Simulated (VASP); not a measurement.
# KCl (P4/mmm) in VASP: a series of runs

The runs below take KCl through single point, with PBE.

Everything below comes from runs of VASP 6.6.1. Logs are shortened: lines on timing, memory, paths and dates and some standing lists are left out, and cuts for length are marked.

## 1. The cell of the first run

It takes space group P4/mmm (No. 123, tetragonal). The conventional cell has a = 3.954 Å, b = 3.954 Å, c = 3.839 Å, α = 90.00°, β = 90.00°, γ = 90.00°. Within 4.5 Å of K (site symmetry 4/mmm) lie 8 Cl at 3.39 Å and 6 K at 3.84 to 3.95 Å. Within 4.5 Å of Cl (site symmetry 4/mmm) lie 8 K at 3.39 Å and 6 Cl at 3.84 to 3.95 Å.

## 2. Single point, PBE (strain +0.030 along x and y, +0.000 along z)

Contents of INCAR:

```
SYSTEM = KCl
  PREC = Accurate
  ENCUT = 520
  EDIFF = 1E-6
  ISMEAR = 0
  SIGMA = 0.05
  LREAL = .FALSE.
  LASPH = .TRUE.
  NELM = 60
  ALGO = Normal
  ISIF = 2
  LWAVE = .FALSE.
  LCHARG = .TRUE.
  GGA = PE
  LELF = .TRUE.
  LVHAR = .TRUE.
  NBANDS = 15
```

Contents of KPOINTS:

```
Automatic mesh
0
G
  6 6 6
  0 0 0
```

Contents of POSCAR:

```
KCl
1.0
    3.9543718800      0.0000000000      0.0000000000
    0.0000000000      3.9543718800      0.0000000000
    0.0000000000      0.0000000000      3.8391960000
K Cl
1 1
Direct
    0.0000000000      0.0000000000      0.0000000000
    0.5000000000      0.5000000000      0.5000000000
```

Potentials or basis: VASP PAW PBE potentials, release 64 (K_sv, Cl).

On the command line:

```console
$ cat potpaw_PBE.64/K_sv/POTCAR potpaw_PBE.64/Cl/POTCAR > POTCAR
$ mpirun -np 1 vasp_std > vasp.out
```

OUTCAR:

```text
SYSTEM = KCl
   PREC = Accurate
   ENCUT = 520
   EDIFF = 1E-6
   ISMEAR = 0
   LREAL = .FALSE.
   LASPH = .TRUE.
   NELM = 60
   ISIF = 2
   GGA = PE

 ion  position               nearest neighbor table
   1  0.000  0.000  0.000-
   2  0.500  0.500  0.500-

  LATTYP: Found a simple tetragonal cell.
 ALAT       =     3.9543718800
 C/A-ratio  =     0.9708737864

  Lattice vectors:

 A1 = (   3.9543718800,   0.0000000000,   0.0000000000)
 A2 = (   0.0000000000,   3.9543718800,   0.0000000000)
 A3 = (   0.0000000000,   0.0000000000,   3.8391960000)

Analysis of symmetry for initial positions (statically):
=====================================================================
 Subroutine PRICEL returns:
 Original cell was already a primitive cell.

 Routine SETGRP: Setting up the symmetry group for a
 simple tetragonal supercell.

 Subroutine GETGRP returns: Found 16 space group operations
 (whereof 16 operations were pure point group operations)
 out of a pool of 16 trial point group operations.

The static configuration has the point symmetry D_4h.

Analysis of symmetry for dynamics (positions and initial velocities):
=====================================================================
 Subroutine PRICEL returns:
 Original cell was already a primitive cell.

 Routine SETGRP: Setting up the symmetry group for a
 simple tetragonal supercell.

 Subroutine GETGRP returns: Found 16 space group operations
 (whereof 16 operations were pure point group operations)
 out of a pool of 16 trial point group operations.

The dynamic configuration has the point symmetry D_4h.

 Subroutine INISYM returns: Found 16 space group operations
 (whereof 16 operations are pure point group operations),
 and found     1 'primitive' translations

----------------------------------------------------------------------------------------

                                     Primitive cell

  volume of cell :      60.0337

  direct lattice vectors                    reciprocal lattice vectors
     3.954371880  0.000000000  0.000000000     0.252884663  0.000000000  0.000000000
     0.000000000  3.954371880  0.000000000     0.000000000  0.252884663  0.000000000
     0.000000000  0.000000000  3.839196000     0.000000000  0.000000000  0.260471203

  length of vectors
     3.954371880  3.954371880  3.839196000     0.252884663  0.252884663  0.260471203

  position of ions in fractional coordinates (direct lattice)
     0.000000000  0.000000000  0.000000000
     0.500000000  0.500000000  0.500000000

  ion indices of the primitive-cell ions
   primitive index   ion index
                 1           1
                 2           2

----------------------------------------------------------------------------------------

 KPOINTS: Automatic mesh

Automatic generation of k-mesh.
 Grid dimensions read from file:
 generate k-points for:    6    6    6

 Generating k-lattice:

  Cartesian coordinates                     Fractional coordinates (reciprocal lattice)
     0.042147444  0.000000000  0.000000000     0.166666667  0.000000000  0.000000000
     0.000000000  0.042147444  0.000000000     0.000000000  0.166666667  0.000000000
     0.000000000  0.000000000  0.043411867     0.000000000  0.000000000  0.166666667

  Length of vectors
     0.042147444  0.042147444  0.043411867

  Shift w.r.t. Gamma in fractional coordinates (k-lattice)
     0.000000000  0.000000000  0.000000000

 Subroutine IBZKPT returns following result:
 ===========================================

 Found     40 irreducible k-points:

 Following reciprocal coordinates:
            Coordinates               Weight
  0.000000  0.000000  0.000000      1.000000
  0.166667  0.000000  0.000000      4.000000
  0.333333  0.000000  0.000000      4.000000
  0.500000  0.000000  0.000000      2.000000
  0.166667  0.166667  0.000000      4.000000
  0.333333  0.166667  0.000000      8.000000
[... 16 lines left out ...]
  0.333333  0.000000  0.333333      8.000000
  0.500000  0.000000  0.333333      4.000000
 [... further k-points ...]
   k-points           NKPTS =     40   k-points in BZ     NKDIM =     40   number of bands    NBANDS=     15
   number of dos      NEDOS =    301   number of ions     NIONS =      2
   total plane-waves  NPLWV =  27000
   dimension x,y,z NGX =    30 NGY =   30 NGZ =   30
   dimension x,y,z NGXF=    60 NGYF=   60 NGZF=   60
   ions per type =               1   1
   NGX,Y,Z   is equivalent  to a cutoff of  12.61, 12.61, 12.99 a.u.
   NGXF,Y,Z  is equivalent  to a cutoff of  25.22, 25.22, 25.98 a.u.
 SYSTEM =  KCl
   PREC   = accura    normal or accurate (medium, high low for compatibility)
   ISTART =      0    job   : 0-new  1-cont  2-samecut
   ICHARG =      2    charge: 1-file 2-atom 10-const
   ISPIN  =      1    spin polarized calculation?
   LNONCOLLINEAR =      F non collinear calculations
   LSORBIT =      F    spin-orbit coupling
   LASPH  =      T    aspherical Exc in radial PAW
   ENCUT  =  520.0 eV  38.22 Ry    6.18 a.u.   7.35  7.35  7.14*2*pi/ulx,y,z
   NELM   =     60;   NELMIN=  2; NELMDL= -5     # of ELM steps
   EDIFF  = 0.1E-05   stopping-criterion for ELM
   LREAL  =      F    real-space projection
   EDIFFG = 0.1E-04   stopping-criterion for IOM
   NSW    =      0    number of steps for IOM
   IBRION =     -1    ionic relax: 0-MD 1-quasi-New 2-CG
   NFREE  =      0    steps in history (QN), initial steepest desc. (CG)
   ISIF   =      2    stress and relaxation
   ISYM   =      2    0-nonsym 1-usesym 2-fastsym
   POTIM  = 0.5000    time-step for ionic-motion
   TEBEG  =    0.0;   TEEND  =   0.0 temperature during run
   PSTRESS=    0.0 pullay stress
   NELECT =      16.0000    total number of electrons
   NUPDOWN=      -1.0000    fix difference up-down
   EMIN   =  10.00;   EMAX   =-10.00  energy-range for DOS
   EFERMI =   0.00;   METHOD = LEGACY
   ISMEAR =     0;   SIGMA  =   0.05  broadening in eV -4-tet -1-fermi 0-gaus
   EFERMI_NEDOS =   21; number of points for ismear=-14 and -15
   IALGO  =     38    algorithm
   IMIX   =      4    mixing-type and parameters
     AMIX     =   0.40;   BMIX     =  1.00
     AMIX_MAG =   1.60;   BMIX_MAG =  1.00
  volume/ion in A,a.u.               =      30.02       202.56
  Fermi-wavevector in a.u.,A,eV,Ry     =   1.053537  1.990896 15.101649  1.109940
  Thomas-Fermi vector in A             =   2.188662
   LORBIT       =      0    0 simple, 1 ext, 2 COOP (PROOUT), +10 PAW based schemes
   GGA     = PE    functional components
   LHFCALC =     F    Hartree Fock is set to
   AEXX    =    0.0000 exact exchange contribution
   IVDW    =     0    specifies the selected vdW correction
   LEPSILON=     F    determine dielectric tensor
   LRPA    =     F    only Hartree local field effects (RPA)
 non-spin polarized calculation
 Gauss-broadening in eV      SIGMA  =   0.05
  energy-cutoff  :      520.00
  volume of cell :       60.03
 maximum number of plane-waves:      1638
 NGX is ok and might be reduce to    30
   NGX = 15   NGY = 15   NGZ = 15

 number of electron      15.9999997 magnetization

 Free energy of the ion-electron system (eV)
  ---------------------------------------------------
  ext. energy  EPLUGINS =         0.00000000
  ---------------------------------------------------
  free energy    TOTEN  =        -6.64021657 eV

  energy without entropy =       -6.64021657  energy(sigma->0) =       -6.64021657

 E-fermi :  -0.8112     XC(G=0):  -7.8191

 val. band max:       -1.0230431301   @ k =   0.5000   0.5000   0.0000
 cond. band min:       3.4477427331   @ k =   0.0000   0.0000   0.0000
 fundamental gap:      4.4707858632
 Fermi energy:        -0.8111629237

 k-point     1 :       0.0000    0.0000    0.0000
  band No.  band energies     occupation
      1     -29.2887      2.00000
      2     -13.5678      2.00000
      3     -12.6870      2.00000
      4     -12.6870      2.00000
      5     -12.6789      2.00000
      6      -1.3440      2.00000
      7      -1.3440      2.00000
      8      -1.1951      2.00000
      9       3.4477      0.00000
     10       5.4409      0.00000
     11       5.5578      0.00000
     12       9.2370      0.00000
     13       9.4255      0.00000
     14       9.4255      0.00000
     15      12.1357      0.00000

 k-point     2 :       0.1667    0.0000    0.0000
  band No.  band energies     occupation
      1     -29.2855      2.00000
      2     -13.6145      2.00000
      3     -12.6813      2.00000
      4     -12.6737      2.00000
      5     -12.6453      2.00000
      6      -1.7590      2.00000
      7      -1.3458      2.00000
      8      -1.1938      2.00000
      9       4.0261      0.00000
     10       5.7305      0.00000
     11       5.9258      0.00000
     12       9.1707      0.00000
     13       9.3367      0.00000
     14       9.5350      0.00000
     15      11.3167      0.00000

 k-point     3 :       0.3333    0.0000    0.0000
  band No.  band energies     occupation
      1     -29.2790      2.00000
      2     -13.7035      2.00000
      3     -12.6699      2.00000
      4     -12.6631      2.00000
      5     -12.5633      2.00000
      6      -2.4251      2.00000
      7      -1.3500      2.00000
      8      -1.1917      2.00000
      9       5.2603      0.00000
     10       6.2884      0.00000
     11       6.7358      0.00000
     12       9.1341      0.00000
     13       9.2399      0.00000
     14       9.7839      0.00000
     15       9.8321      0.00000
[... 343 lines left out ...]
 k-point    23 :       0.3333    0.0000    0.3333
  band No.  band energies     occupation
      1     -29.2658      2.00000
      2     -13.5303      2.00000
      3     -12.8276      2.00000
      4     -12.6598      2.00000
      5     -12.6515      2.00000
      6      -2.1917      2.00000
      7      -2.0126      2.00000
      8      -1.2298      2.00000
      9       5.5758      0.00000
     10       6.2109      0.00000
     11       8.0123      0.00000
     12       8.1421      0.00000
     13       8.5202      0.00000
     14       8.5876      0.00000
     15      10.7752      0.00000

 k-point    24 :       0.5000    0.0000    0.3333
  band No.  band energies     occupation
      1     -29.2627      2.00000
      2     -13.4746      2.00000
      3     -12.8399      2.00000
      4     -12.7263      2.00000
      5     -12.6468      2.00000
      6      -2.3154      2.00000
      7      -2.0056      2.00000
      8      -1.1964      2.00000
      9       5.4537      0.00000
     10       6.1724      0.00000
     11       7.9466      0.00000
     12       8.0422      0.00000
     13       8.3979      0.00000
     14       9.4182      0.00000
     15      10.6167      0.00000

 [... further k-points ...]

------------------------ aborting loop because EDIFF is reached ----------------------------------------

  FORCE on cell =-STRESS in cart. coord.  units (eV):
  Direction    XX          YY          ZZ          XY          YZ          ZX
  --------------------------------------------------------------------------------------
  -------------------------------------------------------------------------------------
  Total       -0.5226290     -0.5226290     -0.0786945      0.0000000      0.0000000      0.0000000
  in kB      -13.9478992    -13.9478992     -2.1001943      0.0000000      0.0000000      0.0000000
  external PRESSURE =      -9.9986642 kB  Pullay stress =       0.0000000 kB

 VOLUME and BASIS-vectors are now :
 -----------------------------------------------------------------------------
  energy-cutoff  :      520.00
  volume of cell :       60.03
      direct lattice vectors                 reciprocal lattice vectors
     3.954371880  0.000000000  0.000000000     0.252884663  0.000000000  0.000000000
     0.000000000  3.954371880  0.000000000     0.000000000  0.252884663  0.000000000
     0.000000000  0.000000000  3.839196000     0.000000000  0.000000000  0.260471203

 POSITION                                       TOTAL-FORCE (eV/Angst)
 -----------------------------------------------------------------------------------
      0.00000      0.00000      0.00000         0.000000      0.000000      0.000000
      1.97719      1.97719      1.91960         0.000000      0.000000      0.000000
 -----------------------------------------------------------------------------------
    total drift:                                0.000000      0.000000     -0.000000

  FREE ENERGIE OF THE ION-ELECTRON SYSTEM (eV)
  ---------------------------------------------------
  free  energy   TOTEN  =        -6.6402165738 eV

  energy  without entropy=       -6.6402165738  energy(sigma->0) =       -6.64021657
```

Run time: 22 s. Hardware: 1 thread of Intel Xeon Platinum 8375C at 2.90GHz (Ice Lake), shared host; peak memory 0.18 GiB.

Results:

```yaml
Free_energy: -6.6402 eV
Pressure: -1.0 GPa
Band_gap_on_the_k_mesh: 4.47 eV (least direct gap 4.64 eV)
```

Levels at points of the mesh, in eV from the valence-band top:
| k point | band 4 | band 5 | band 6 | band 7 | band 8 | band 9 | band 10 | band 11 | band 12 | band 13 |
| --- | --- | --- | --- | --- | --- | --- | --- | --- | --- | --- |
| (0.00, 0.00, 0.00) | -11.66 | -11.66 | -0.32 | -0.32 | -0.17 | 4.47 | 6.46 | 6.58 | 10.26 | 10.45 |
| (0.50, 0.00, 0.00) | -11.63 | -11.50 | -1.69 | -0.33 | -0.17 | 7.33 | 7.64 | 7.85 | 10.05 | 10.21 |
| (0.50, 0.50, 0.00) | -11.83 | -11.62 | -1.19 | -1.19 | 0.00 | 5.98 | 7.26 | 8.96 | 8.96 | 10.72 |
| (0.00, 0.00, 0.50) | -11.64 | -11.54 | -1.69 | -0.30 | -0.30 | 7.34 | 7.82 | 7.94 | 9.99 | 10.05 |
| (0.50, 0.00, 0.50) | -11.82 | -11.62 | -1.21 | -1.15 | -0.12 | 6.08 | 7.04 | 8.65 | 8.75 | 10.72 |
| (0.50, 0.50, 0.50) | -11.79 | -11.79 | -1.29 | -1.24 | -1.24 | 8.51 | 8.51 | 8.57 | 9.45 | 9.45 |

Caveat: the cell differs from its parent crystal (strain +0.030 along x and y, +0.000 along z). A k mesh can miss the band edges.

## 3. Single point, PBE (strain +0.015 along x and y, +0.030 along z)

Contents of INCAR:

```
SYSTEM = KCl
PREC = Accurate
ENCUT = 520
EDIFF = 1E-6
ISMEAR = 0
SIGMA = 0.05
LREAL = .False.
LASPH = .True.
NELM = 80
ALGO = Normal
ISIF = 2
LWAVE = .False.
LCHARG = .False.
GGA = PE
NBANDS = 15
```

Contents of KPOINTS:

```
regular mesh
0
Gamma
  6 6 6
  0 0 0
```

Contents of POSCAR:

```
KCl
1.0
    3.8967839400      0.0000000000      0.0000000000
    0.0000000000      3.8967839400      0.0000000000
    0.0000000000      0.0000000000      3.9543718800
K Cl
1 1
Direct
    0.0000000000      0.0000000000      0.0000000000
    0.5000000000      0.5000000000      0.5000000000
```

Potentials or basis: VASP PAW PBE potentials, release 64 (K_sv, Cl).

On the command line:

```console
$ cat potpaw_PBE.64/K_sv/POTCAR potpaw_PBE.64/Cl/POTCAR > POTCAR
$ mpirun -np 1 vasp_std > vasp.out
```

It took 20 s on 1 thread of Intel Xeon Platinum 8375C at 2.90GHz (Ice Lake), shared host; peak memory 0.18 GiB.

It converged, with:

```yaml
Free_energy: -6.6434 eV
Pressure: -1.0 GPa
Band_gap_on_the_k_mesh: 4.54 eV (least direct gap 4.73 eV)
```

Stress tensor (GPa, compression positive):
```
-0.81  0.00  0.00
 0.00 -0.81  0.00
 0.00  0.00 -1.39
```

Levels at points of the mesh, in eV from the valence-band top:
| k point | band 5 | band 6 | band 7 | band 8 | band 9 | band 10 | band 11 | band 12 |
| --- | --- | --- | --- | --- | --- | --- | --- | --- |
| (0.00, 0.00, 0.00) | -11.59 | -0.26 | -0.19 | -0.19 | 4.54 | 6.56 | 6.61 | 10.42 |
| (0.50, 0.00, 0.00) | -11.45 | -1.62 | -0.25 | -0.17 | 7.40 | 7.82 | 7.95 | 10.08 |
| (0.50, 0.50, 0.00) | -11.55 | -1.12 | -1.12 | -0.06 | 6.15 | 7.11 | 8.77 | 8.77 |
| (0.00, 0.00, 0.50) | -11.43 | -1.62 | -0.19 | -0.19 | 7.40 | 7.81 | 7.82 | 10.10 |
| (0.50, 0.00, 0.50) | -11.55 | -1.14 | -1.11 | 0.00 | 6.09 | 7.22 | 8.87 | 8.92 |
| (0.50, 0.50, 0.50) | -11.72 | -1.20 | -1.20 | -1.18 | 8.58 | 8.60 | 8.60 | 9.52 |

Caveat: the cell differs from its parent crystal (strain +0.015 along x and y, +0.030 along z).

## 4. Single point, PBE (strain +0.030 along x and y, +0.015 along z)

Contents of INCAR:

```
  PREC = Accurate
  ENCUT = 520
  EDIFF = 1E-7
  ISMEAR = 0
  SIGMA = 0.05
  LREAL = False
  LASPH = True
  NELM = 100
  ALGO = Normal
  ISIF = 2
  LWAVE = False
  LCHARG = False
  GGA = PE
  NBANDS = 15
```

Contents of KPOINTS:

```
regular mesh
0
Gamma
  6 6 6
```

Contents of POSCAR:

```
KCl
1.0
    3.9543718800      0.0000000000      0.0000000000
    0.0000000000      3.9543718800      0.0000000000
    0.0000000000      0.0000000000      3.8967839400
K Cl
1 1
Direct
    0.0000000000      0.0000000000      0.0000000000
    0.5000000000      0.5000000000      0.5000000000
```

On the command line:

```console
$ cat potpaw_PBE.64/K_sv/POTCAR potpaw_PBE.64/Cl/POTCAR > POTCAR
$ mpirun -np 1 vasp_std > vasp.out
```

It took 20 s on 1 thread of Intel Xeon Platinum 8375C at 2.90GHz (Ice Lake), shared host; peak memory 0.18 GiB.

It converged, with:

```yaml
Free_energy: -6.6376 eV
Pressure: -1.2 GPa
Band_gap_on_the_k_mesh: 4.47 eV (least direct gap 4.64 eV)
```

Stress tensor (GPa, compression positive):
```
-1.39  0.00  0.00
 0.00 -1.39  0.00
 0.00  0.00 -0.82
```

Levels at points of the mesh, in eV from the valence-band top:
| k point | band 6 | band 7 | band 8 | band 9 | band 10 | band 11 |
| --- | --- | --- | --- | --- | --- | --- |
| (0.00, 0.00, 0.00) | -0.25 | -0.25 | -0.18 | 4.47 | 6.54 | 6.60 |
| (0.50, 0.00, 0.00) | -1.61 | -0.25 | -0.17 | 7.31 | 7.71 | 7.83 |
| (0.50, 0.50, 0.00) | -1.12 | -1.12 | 0.00 | 6.04 | 7.21 | 8.90 |
| (0.00, 0.00, 0.50) | -1.61 | -0.23 | -0.23 | 7.31 | 7.83 | 7.84 |
| (0.50, 0.00, 0.50) | -1.13 | -1.10 | -0.06 | 6.09 | 7.10 | 8.75 |
| (0.50, 0.50, 0.50) | -1.20 | -1.18 | -1.18 | 8.52 | 8.52 | 8.55 |

Caveat: the cell differs from its parent crystal (strain +0.030 along x and y, +0.015 along z). A k mesh can miss the band edges.

## 5. The runs side by side

```tsv
cell	gap on the mesh (eV)	pressure (GPa)
a = 3.954, b = 3.954, c = 3.839 Å, 2 atoms	4.47	-1.0
a = 3.897, b = 3.897, c = 3.954 Å, 2 atoms	4.54	-1.0
a = 3.954, b = 3.954, c = 3.897 Å, 2 atoms	4.47	-1.2
```

Alike in all rows: task single point; level PBE; potentials or basis VASP PAW PBE potentials, release 64 (K_sv, Cl); no spin polarisation; k mesh 6 × 6 × 6; cutoff (eV) 520; smearing gaussian 0.05 eV.

Total energies depend on the potentials used, so only differences within one code and one set of settings carry meaning.
